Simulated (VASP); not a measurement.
# CdInS2 (P-3m1) in VASP: a series of runs

The runs below take CdInS2 through single point, with PBE.

Program: VASP 6.6.1. These are calculated values, not measurements. Logs are shortened: lines on timing, memory, paths and dates and some standing lists are left out, and cuts for length are marked.

### Step 1. The cell of the first run

It takes space group P-3m1 (No. 164, trigonal). Conventional cell: a = 3.869 Å, b = 3.869 Å, c = 6.811 Å, α = 90.00°, β = 90.00°, γ = 120.00°. Cd (site symmetry -3m) has 6 S at 2.79 Å and 2 In at 3.41 Å within 3.7 Å. Within 3.7 Å of In (site symmetry -3m) lie 6 S at 2.83 Å and 2 Cd at 3.41 Å. S (site symmetry 3m) has 3 Cd at 2.79 Å and 3 In at 2.83 Å within 3.7 Å.

### Step 2. Single point, PBE

Contents of INCAR:

```
  ALGO = Normal
  EDIFF = 1E-7
  ENCUT = 520
  GGA = PE
  ISIF = 2
  ISMEAR = -1
  LASPH = T
  LCHARG = T
  LELF = T
  LREAL = F
  LVHAR = T
  LWAVE = F
  NBANDS = 26
  NELM = 80
  PREC = Accurate
  SIGMA = 0.05
```

Contents of KPOINTS:

```
k-points
0
Gamma
  4 4 2
```

Contents of POSCAR:

```
CdInS2
1.0
    3.8694960000      0.0000000000      0.0000000000
   -1.9347480000      3.3510818358      0.0000000000
    0.0000000000      0.0000000000      6.8105290000
Cd In S
1 1 2
Direct
    0.0000000000      0.0000000000      0.0000000000
    0.0000000000      0.0000000000      0.5000000000
    0.6666666667      0.3333333333      0.7550490000
    0.3333333333      0.6666666667      0.2449510000
```

Potentials or basis: VASP PAW PBE potentials, release 64 (Cd, In_d, S).

Command:

```sh
$ cat potpaw_PBE.64/Cd/POTCAR potpaw_PBE.64/In_d/POTCAR potpaw_PBE.64/S/POTCAR > POTCAR
$ mpirun -np 1 vasp_std > vasp.out
```

OUTCAR:

```text
EDIFF = 1E-7
   ENCUT = 520
   GGA = PE
   ISIF = 2
   ISMEAR = -1
   LASPH = T
   LREAL = F
   NELM = 80
   PREC = Accurate

 ion  position               nearest neighbor table
   1  0.000  0.000  0.000-   3 2.79   4 2.79   4 2.79   3 2.79   3 2.79   4 2.79   2 3.41   2 3.41

   2  0.000  0.000  0.500-   3 2.83   4 2.83   4 2.83   3 2.83   3 2.83   4 2.83   1 3.41   1 3.41

   3  0.667  0.333  0.755-   1 2.79   1 2.79   1 2.79   2 2.83   2 2.83   2 2.83
   4  0.333  0.667  0.245-   1 2.79   1 2.79   1 2.79   2 2.83   2 2.83   2 2.83

  LATTYP: Found a hexagonal cell.
 ALAT       =     3.8694960000
 C/A-ratio  =     1.7600558316

  Lattice vectors:

 A1 = (   3.8694960000,   0.0000000000,   0.0000000000)
 A2 = (  -1.9347480000,   3.3510818358,   0.0000000000)
 A3 = (   0.0000000000,   0.0000000000,   6.8105290000)

Analysis of symmetry for initial positions (statically):
=====================================================================
 Subroutine PRICEL returns:
 Original cell was already a primitive cell.

 Routine SETGRP: Setting up the symmetry group for a
 hexagonal supercell.

 Subroutine GETGRP returns: Found 12 space group operations
 (whereof 12 operations were pure point group operations)
 out of a pool of 24 trial point group operations.

The static configuration has the point symmetry D_3d.

Analysis of symmetry for dynamics (positions and initial velocities):
=====================================================================
 Subroutine PRICEL returns:
 Original cell was already a primitive cell.

 Routine SETGRP: Setting up the symmetry group for a
 hexagonal supercell.

 Subroutine GETGRP returns: Found 12 space group operations
 (whereof 12 operations were pure point group operations)
 out of a pool of 24 trial point group operations.

The dynamic configuration has the point symmetry D_3d.

 Subroutine INISYM returns: Found 12 space group operations
 (whereof 12 operations are pure point group operations),
 and found     1 'primitive' translations

----------------------------------------------------------------------------------------

                                     Primitive cell

  volume of cell :      88.3121

  direct lattice vectors                    reciprocal lattice vectors
     3.869496000  0.000000000  0.000000000     0.258431589  0.149205547  0.000000000
    -1.934748000  3.351081836  0.000000000     0.000000000  0.298411095  0.000000000
     0.000000000  0.000000000  6.810529000     0.000000000  0.000000000  0.146831472

  length of vectors
     3.869496000  3.869496000  6.810529000     0.298411095  0.298411095  0.146831472

  position of ions in fractional coordinates (direct lattice)
     0.000000000  0.000000000  0.000000000
     0.000000000  0.000000000  0.500000000
     0.666666667  0.333333333  0.755049000
     0.333333333  0.666666667  0.244951000

  ion indices of the primitive-cell ions
   primitive index   ion index
                 1           1
                 2           2
                 3           3
                 4           4

----------------------------------------------------------------------------------------

 KPOINTS: k-points

Automatic generation of k-mesh.
 Grid dimensions read from file:
 generate k-points for:    4    4    2

 Generating k-lattice:

  Cartesian coordinates                     Fractional coordinates (reciprocal lattice)
     0.064607897  0.037301387  0.000000000     0.250000000  0.000000000  0.000000000
     0.000000000  0.074602774  0.000000000     0.000000000  0.250000000  0.000000000
     0.000000000  0.000000000  0.073415736     0.000000000  0.000000000  0.500000000

  Length of vectors
     0.074602774  0.074602774  0.073415736

  Shift w.r.t. Gamma in fractional coordinates (k-lattice)
     0.000000000  0.000000000  0.000000000

 Subroutine IBZKPT returns following result:
 ===========================================

 Found      8 irreducible k-points:

 Following reciprocal coordinates:
            Coordinates               Weight
  0.000000  0.000000  0.000000      1.000000
  0.250000  0.000000  0.000000      6.000000
  0.500000  0.000000  0.000000      3.000000
  0.250000  0.250000  0.000000      6.000000
  0.000000  0.000000  0.500000      1.000000
  0.250000  0.000000  0.500000      6.000000
  0.500000  0.000000  0.500000      3.000000
  0.250000  0.250000  0.500000      6.000000
   k-points           NKPTS =      8   k-points in BZ     NKDIM =      8   number of bands    NBANDS=     26
   number of dos      NEDOS =    301   number of ions     NIONS =      4
   total plane-waves  NPLWV =  48600
   dimension x,y,z NGX =    30 NGY =   30 NGZ =   54
   dimension x,y,z NGXF=    60 NGYF=   60 NGZF=  108
   ions per type =               1   1   2
   NGX,Y,Z   is equivalent  to a cutoff of  12.89, 12.89, 13.18 a.u.
   NGXF,Y,Z  is equivalent  to a cutoff of  25.78, 25.78, 26.36 a.u.
 SYSTEM =  unknown system
   PREC   = accura    normal or accurate (medium, high low for compatibility)
   ISTART =      0    job   : 0-new  1-cont  2-samecut
   ICHARG =      2    charge: 1-file 2-atom 10-const
   ISPIN  =      1    spin polarized calculation?
   LNONCOLLINEAR =      F non collinear calculations
   LSORBIT =      F    spin-orbit coupling
   LASPH  =      T    aspherical Exc in radial PAW
   ENCUT  =  520.0 eV  38.22 Ry    6.18 a.u.   7.19  7.19 12.66*2*pi/ulx,y,z
   NELM   =     80;   NELMIN=  2; NELMDL= -5     # of ELM steps
   EDIFF  = 0.1E-06   stopping-criterion for ELM
   LREAL  =      F    real-space projection
   EDIFFG = 0.1E-05   stopping-criterion for IOM
   NSW    =      0    number of steps for IOM
   IBRION =     -1    ionic relax: 0-MD 1-quasi-New 2-CG
   NFREE  =      0    steps in history (QN), initial steepest desc. (CG)
   ISIF   =      2    stress and relaxation
   ISYM   =      2    0-nonsym 1-usesym 2-fastsym
   POTIM  = 0.5000    time-step for ionic-motion
   TEBEG  =    0.0;   TEEND  =   0.0 temperature during run
   PSTRESS=    0.0 pullay stress
   NELECT =      37.0000    total number of electrons
   NUPDOWN=      -1.0000    fix difference up-down
   EMIN   =  10.00;   EMAX   =-10.00  energy-range for DOS
   EFERMI =   0.00;   METHOD = LEGACY
   ISMEAR =    -1;   SIGMA  =   0.05  broadening in eV -4-tet -1-fermi 0-gaus
   EFERMI_NEDOS =   21; number of points for ismear=-14 and -15
   IALGO  =     38    algorithm
   IMIX   =      4    mixing-type and parameters
     AMIX     =   0.40;   BMIX     =  1.00
     AMIX_MAG =   1.60;   BMIX_MAG =  1.00
  volume/ion in A,a.u.               =      22.08       148.99
  Fermi-wavevector in a.u.,A,eV,Ry     =   1.224998  2.314910 20.417170  1.500620
  Thomas-Fermi vector in A             =   2.360052
   LORBIT       =      0    0 simple, 1 ext, 2 COOP (PROOUT), +10 PAW based schemes
   GGA     = PE    functional components
   LHFCALC =     F    Hartree Fock is set to
   AEXX    =    0.0000 exact exchange contribution
   IVDW    =     0    specifies the selected vdW correction
   LEPSILON=     F    determine dielectric tensor
   LRPA    =     F    only Hartree local field effects (RPA)
 non-spin polarized calculation
  energy-cutoff  :      520.00
  volume of cell :       88.31
 maximum number of plane-waves:      2393
 NGX is ok and might be reduce to    30
   NGX = 15   NGY = 15   NGZ = 25

 number of electron      37.0000009 magnetization

 Free energy of the ion-electron system (eV)
  ---------------------------------------------------
  ext. energy  EPLUGINS =         0.00000000
  ---------------------------------------------------
  free energy    TOTEN  =       -13.06747421 eV

  energy without entropy =      -13.04721875  energy(sigma->0) =      -13.05734648

 E-fermi :   5.5753     XC(G=0): -10.0646

 val. band max:        5.2117384887   @ k =   0.5000   0.0000   0.0000
 cond. band min:       5.5929244886   @ k =   0.5000   0.0000   0.5000
 fundamental gap:      0.3811859999
 Fermi energy:         5.5752975741

 k-point     1 :       0.0000    0.0000    0.0000
  band No.  band energies     occupation
      1      -9.4712      2.00000
      2      -9.4611      2.00000
      3      -9.4611      2.00000
      4      -9.3973      2.00000
      5      -9.3973      2.00000
      6      -8.6849      2.00000
[... 18 lines left out ...]
     25      12.2516      0.00000
     26      12.2516      0.00000

 k-point     2 :       0.2500    0.0000    0.0000
  band No.  band energies     occupation
      1      -9.6051      2.00000
      2      -9.4498      2.00000
      3      -9.4337      2.00000
      4      -9.4192      2.00000
      5      -9.3857      2.00000
      6      -8.2470      2.00000
[... 18 lines left out ...]
     25      11.1875      0.00000
     26      12.1500      0.00000

 k-point     3 :       0.5000    0.0000    0.0000
  band No.  band energies     occupation
      1      -9.7313      2.00000
      2      -9.4590      2.00000
      3      -9.4337      2.00000
      4      -9.3958      2.00000
      5      -9.3457      2.00000
      6      -7.6144      2.00000
[... 18 lines left out ...]
     25      11.2292      0.00000
     26      13.8737      0.00000

 k-point     4 :       0.2500    0.2500    0.0000
  band No.  band energies     occupation
      1      -9.6586      2.00000
      2      -9.5150      2.00000
      3      -9.4205      2.00000
      4      -9.4181      2.00000
      5      -9.3715      2.00000
      6      -7.6190      2.00000
[... 18 lines left out ...]
     25      11.4706      0.00000
     26      12.6386      0.00000

 k-point     5 :       0.0000    0.0000    0.5000
  band No.  band energies     occupation
      1      -9.4626      2.00000
      2      -9.4609      2.00000
      3      -9.4609      2.00000
      4      -9.3970      2.00000
      5      -9.3970      2.00000
      6      -8.3253      2.00000
[... 18 lines left out ...]
     25      11.1533      0.00000
     26      11.1533      0.00000

 k-point     6 :       0.2500    0.0000    0.5000
  band No.  band energies     occupation
      1      -9.6117      2.00000
      2      -9.4457      2.00000
      3      -9.4332      2.00000
      4      -9.4169      2.00000
      5      -9.3855      2.00000
      6      -8.0351      2.00000
[... 18 lines left out ...]
     25      10.8302      0.00000
     26      11.8072      0.00000

 k-point     7 :       0.5000    0.0000    0.5000
  band No.  band energies     occupation
      1      -9.7272      2.00000
      2      -9.4579      2.00000
      3      -9.4331      2.00000
      4      -9.3916      2.00000
      5      -9.3457      2.00000
      6      -7.7196      2.00000
[... 18 lines left out ...]
     25      10.9400      0.00000
     26      11.7858      0.00000

 k-point     8 :       0.2500    0.2500    0.5000
  band No.  band energies     occupation
      1      -9.6595      2.00000
      2      -9.5135      2.00000
      3      -9.4203      2.00000
      4      -9.4139      2.00000
      5      -9.3704      2.00000
      6      -7.5855      2.00000
[... 18 lines left out ...]
     25      11.7727      0.00000
     26      12.0286      0.00000

------------------------ aborting loop because EDIFF is reached ----------------------------------------

  FORCE on cell =-STRESS in cart. coord.  units (eV):
  Direction    XX          YY          ZZ          XY          YZ          ZX
  --------------------------------------------------------------------------------------
  -------------------------------------------------------------------------------------
  Total        0.0370737      0.0370737      0.0247705      0.0000000     -0.0000000      0.0000000
  in kB        0.6725988      0.6725988      0.4493921      0.0000000     -0.0000000      0.0000000
  external PRESSURE =       0.5981966 kB  Pullay stress =       0.0000000 kB

 VOLUME and BASIS-vectors are now :
 -----------------------------------------------------------------------------
  energy-cutoff  :      520.00
  volume of cell :       88.31
      direct lattice vectors                 reciprocal lattice vectors
     3.869496000  0.000000000  0.000000000     0.258431589  0.149205547  0.000000000
    -1.934748000  3.351081836  0.000000000     0.000000000  0.298411095  0.000000000
     0.000000000  0.000000000  6.810529000     0.000000000  0.000000000  0.146831472

 POSITION                                       TOTAL-FORCE (eV/Angst)
 -----------------------------------------------------------------------------------
      0.00000      0.00000      0.00000         0.000000      0.000000      0.000000
      0.00000      0.00000      3.40526         0.000000      0.000000      0.000000
      1.93475      1.11703      5.14228        -0.000000      0.000000     -0.051472
     -0.00000      2.23405      1.66825         0.000000     -0.000000      0.051472
 -----------------------------------------------------------------------------------
    total drift:                                0.000000     -0.000000      0.000000

  FREE ENERGIE OF THE ION-ELECTRON SYSTEM (eV)
  ---------------------------------------------------
  free  energy   TOTEN  =       -13.0674742128 eV

  energy  without entropy=      -13.0472187504  energy(sigma->0) =      -13.05734648
```

Run time: 27 s. Hardware: 1 thread of Intel Xeon 8259CL, shared host; peak memory 0.21 GiB.

What came out:

```yaml
Free_energy: -13.0675 eV
Pressure: 0.1 GPa
Largest_force: 0.051 eV/Å
Band_gap_on_the_k_mesh: zero (an odd number of electrons rules out a gap without spin polarisation)
```

Forces in eV/Å, atoms in the order of the input:
```
Cd   0.000  0.000  0.000
In   0.000  0.000  0.000
S    0.000  0.000 -0.051
S    0.000  0.000  0.051
```

Caveat: the k points lie up to 0.47 Å⁻¹ apart, too coarse for converged energies and pressures of a metal; spin-orbit coupling is left out, which moves the levels of the heavy elements.

### Step 3. Single point, PBE

Contents of INCAR:

```
SYSTEM = CdInS2
ALGO = Normal
EDIFF = 1E-6
ENCUT = 520
GGA = PE
ISIF = 2
ISMEAR = -1
LASPH = .TRUE.
LCHARG = .TRUE.
LELF = .TRUE.
LREAL = .FALSE.
LVHAR = .TRUE.
LWAVE = .FALSE.
NBANDS = 26
NELM = 80
PREC = Accurate
SIGMA = 0.05
```

Contents of KPOINTS:

```
k-points
0
G
  5 5 3
  0 0 0
```

POSCAR is that of step 2.

Potentials or basis: VASP PAW PBE potentials, release 64 (Cd, In_d, S).

Command:

```sh
$ cat potpaw_PBE.64/Cd/POTCAR potpaw_PBE.64/In_d/POTCAR potpaw_PBE.64/S/POTCAR > POTCAR
$ mpirun -np 1 vasp_std > vasp.out
```

Run time: 33 s. Hardware: 1 thread of Intel Xeon 8259CL, shared host; peak memory 0.22 GiB.

It converged, with:

```
Free energy            : -13.0916 eV
Pressure               : 0.0 GPa
Band gap on the k mesh : zero (an odd number of electrons rules out a gap without spin polarisation)
```

Stress tensor (GPa, compression positive):
```
-0.11  0.00  0.00
 0.00 -0.11  0.00
 0.00  0.00  0.10
```

Levels at points of the mesh, in eV from the Fermi level:
```
           k point  band 17  band 18  band 19  band 20  band 21  band 22
(0.00, 0.00, 0.00)    -1.86    -1.56    -1.56     1.86     4.40     4.88
```

Caveat: the k points lie up to 0.37 Å⁻¹ apart, too coarse for converged energies and pressures of a metal; spin-orbit coupling is left out, which moves the levels of the heavy elements.

[end of part 1 of 2]

The gap in the log of VASP goes by the Fermi energy; the results here count the filled bands.